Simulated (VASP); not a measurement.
# MgO: relaxation of cell and atoms with PBE

MgO:

```xyz
4
Lattice="0.0000 3.5539 2.9547 2.0379 0.0000 2.9547 2.0379 3.5539 0.0000" Properties=species:S:1:pos:R:3 pbc="T T T"
Mg    2.0379    1.7770    2.7061
Mg    2.0379    5.3309    2.7061
O     2.7172    3.5539    1.9698
O     1.3586    3.5539    1.9698
```

The cell was generated, and may not be a known phase.

* Program: VASP 6.6.1
* Task: relaxation of cell and atoms
* Functional: PBE
* Potentials or basis: VASP PAW PBE potentials, release 64 (Mg_sv, O_h)
* Cutoff: 1340 eV
* k mesh: 6 × 6 × 6
* Occupations: gaussian, width 0.1 eV
* Spin: no spin polarisation
* Dipole correction: no
* Further INCAR settings: ALGO = Normal; EDIFF = 1e-07; IBRION = 2; EDIFFG = -0.04; NSW = 90; ISIF = 3

```
Relaxed volume                        : 15.39 Å³/atom
Relaxed cell                          : a = 4.798 Å, b = 4.783 Å, c = 3.987 Å, α = 65.60°, β = 65.21°, γ = 49.19°
Space group after relaxing (to 0.1 Å) : P4/mmm (No. 123)
Energy gained by relaxing             : 2838.1 meV/atom
Ionic steps                           : 26
Pressure after relaxing               : -0.1 GPa
Largest force after relaxing          : 0.012 eV/Å
Band gap on the k mesh                : 1.86 eV (least direct gap 2.20 eV)
```

Forces on the atoms (eV/Å):
```
Mg   0.000  0.011 -0.005
Mg   0.000 -0.011 -0.005
O    0.001  0.000  0.005
O   -0.001  0.000  0.005
```

Step by step:
| step | energy change (eV) | largest force (eV/Å) | pressure (GPa) | volume (Å³) |
| --- | --- | --- | --- | --- |
| 1 | 0.0000 | 5.0129 | 47.54 | 42.80 |
| 2 | -5.4633 | 1.2558 | -17.11 | 64.12 |
| 3 | -5.4667 | 1.2989 | -16.72 | 63.64 |
| 4 | -8.0148 | 1.2008 | -22.24 | 59.40 |
| 5 | -8.4924 | 1.1095 | -23.26 | 61.20 |
| 6 | -8.4364 | 1.0783 | -23.17 | 61.72 |
| 7 | -10.1107 | 1.2672 | 13.53 | 44.52 |
| 8 | -10.3568 | 1.1573 | -1.31 | 48.08 |
| 9 | -10.5556 | 0.6525 | 3.23 | 47.04 |
| 10 | -10.5558 | 0.6388 | 3.41 | 47.00 |
| 11 | -10.6766 | 0.6118 | 2.01 | 48.17 |
| 12 | -10.7854 | 0.8244 | -1.22 | 50.55 |
| 13 | -10.8565 | 0.8179 | -0.79 | 51.01 |
| 14 | -11.0287 | 0.7818 | 0.00 | 52.38 |
| 15 | -11.0708 | 0.8808 | -1.27 | 55.09 |
| 16 | -11.1135 | 0.7744 | -0.24 | 53.87 |
| 17 | -11.1900 | 0.4683 | 1.87 | 53.82 |
| 18 | -11.2139 | 0.3063 | 4.28 | 53.75 |
| 19 | -11.2611 | 0.3038 | 2.58 | 55.32 |
| 20 | -11.3056 | 0.5027 | -0.78 | 58.99 |
| 21 | -11.3383 | 0.2461 | 0.24 | 59.82 |
| 22 | -11.3406 | 0.2428 | 0.65 | 60.12 |
| 23 | -11.3488 | 0.1839 | 0.29 | 60.83 |
| 24 | -11.3511 | 0.1331 | -0.01 | 61.46 |
| 25 | -11.3522 | 0.0413 | -0.06 | 61.59 |
| 26 | -11.3523 | 0.0119 | -0.06 | 61.56 |

Final structure:
```
Mg O
1.0
     0.00000    2.83200    3.87247
     2.80672    0.00000    3.87247
     2.80672    2.83200    0.00000
Mg O
2 2
Direct
  0.14561 0.64588 0.35412
  0.64588 0.14561 0.85439
  0.14559 0.64546 0.85441
  0.64546 0.14559 0.35454
```

Levels at points of the mesh, in eV from the valence-band top:
| k point | band 13 | band 14 | band 15 | band 16 | band 17 | band 18 | band 19 | band 20 |
| --- | --- | --- | --- | --- | --- | --- | --- | --- |
| (0.00, 0.00, 0.00) | -1.42 | -0.48 | -0.36 | -0.35 | 1.86 | 9.33 | 9.37 | 9.39 |
| (0.50, 0.00, 0.00) | -1.85 | -1.85 | -1.17 | -1.17 | 5.29 | 5.29 | 10.35 | 10.35 |
| (0.50, 0.50, 0.00) | -2.76 | -0.45 | -0.32 | 0.00 | 5.50 | 6.55 | 7.33 | 11.81 |
| (0.50, 0.00, 0.50) | -1.32 | -0.69 | -0.45 | -0.35 | 5.05 | 6.52 | 7.25 | 9.94 |
| (0.00, 0.50, 0.50) | -1.35 | -0.66 | -0.46 | -0.33 | 4.94 | 6.61 | 7.23 | 9.94 |

Wall time 33 min on 1 thread of Intel(R) Xeon(R) 6975P-C (Granite Rapids) (shared host), peak memory 0.5 GiB.

Caveat: the volume moved by over 15 % at a fixed basis, so the end points are rough. A k mesh can miss the band edges.
